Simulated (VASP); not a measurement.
Write the native input for VASP 6.6.1 that does the following.

```yaml
Task: single point
Functional: r2SCAN
Potentials_or_basis: VASP PAW PBE potentials, release 64 (Al, Ga_d, N_h)
Cutoff: 1460 eV
k_mesh: 8 × 8 × 6
Occupations: gaussian, width 0.05 eV
Spin: no spin polarisation
Dipole_correction: no
Further_INCAR_settings: ALGO = Normal; EDIFF = 1e-06; NBANDS = 21
```

The system is AlGaN2.

```
CELL_PARAMETERS angstrom
3.20369 0.00000 0.00000
0.00000 3.20369 0.00000
0.00000 0.00000 4.42384
ATOMIC_POSITIONS crystal
Al 0.50000 0.50000 0.50000
Ga 0.00000 0.00000 0.00000
N 0.50000 0.00000 0.73826
N 0.00000 0.50000 0.26174
```

This cell differs from its parent crystal: strain +0.0200 x Voigt [1, 1, 0, 0, 0, 0].

One way to write it, as run:

POSCAR

```
AlGaN2
1.0
    3.2036945897      0.0000000000      0.0000000000
    0.0000000000      3.2036945897      0.0000000000
    0.0000000000      0.0000000000      4.4238379400
Al Ga N
1 1 2
Direct
    0.5000000000      0.5000000000      0.5000000000
    0.0000000000      0.0000000000      0.0000000000
    0.5000000000      0.0000000000      0.7382648100
    0.0000000000      0.5000000000      0.2617351900
```

INCAR.step1

```
PREC = Accurate
ENCUT = 1460
ISMEAR = 0
SIGMA = 0.05
LREAL = False
LASPH = True
NELM = 120
NBANDS = 21
GGA = PE
ALGO = Normal
EDIFF = 1E-5
LWAVE = True
LCHARG = False
GGA_COMPAT = False
```

INCAR.step2

```
PREC = Accurate
ENCUT = 1460
EDIFF = 1E-6
ISMEAR = 0
SIGMA = 0.05
LREAL = False
LASPH = True
NELM = 120
ALGO = Normal
ISIF = 2
LWAVE = False
LCHARG = False
METAGGA = R2SCAN
LMIXTAU = True
NBANDS = 21
ISTART = 1
GGA_COMPAT = False
```

KPOINTS

```
regular mesh
0
Gamma
  8 8 6
```

Potentials or basis: VASP PAW PBE potentials, release 64 (Al, Ga_d, N_h).

The run is started by

```bash
$ cat potpaw_PBE.64/Al/POTCAR potpaw_PBE.64/Ga_d/POTCAR potpaw_PBE.64/N_h/POTCAR > POTCAR
$ cp INCAR.step1 INCAR
$ mpirun -np 1 vasp_std > vasp.out
$ cp INCAR.step2 INCAR
$ mpirun -np 1 vasp_std > vasp.out
```

It gave:

```json
{
 "Pressure": "-7.6 GPa",
 "Largest force": "0.027 eV/Å",
 "Band gap on the k mesh": "3.08 eV"
}
```

Caveat: the cell differs from its parent crystal (strain +0.0200 x Voigt [1, 1, 0, 0, 0, 0]); the cell stands under tension; the PAW data sets were made with another functional, which shifts forces and pressure a little.

It took 10 min on 1 thread of Intel(R) Xeon(R) Platinum 8559C (Emerald Rapids), with other jobs on the host, peak memory 0.52 GiB.
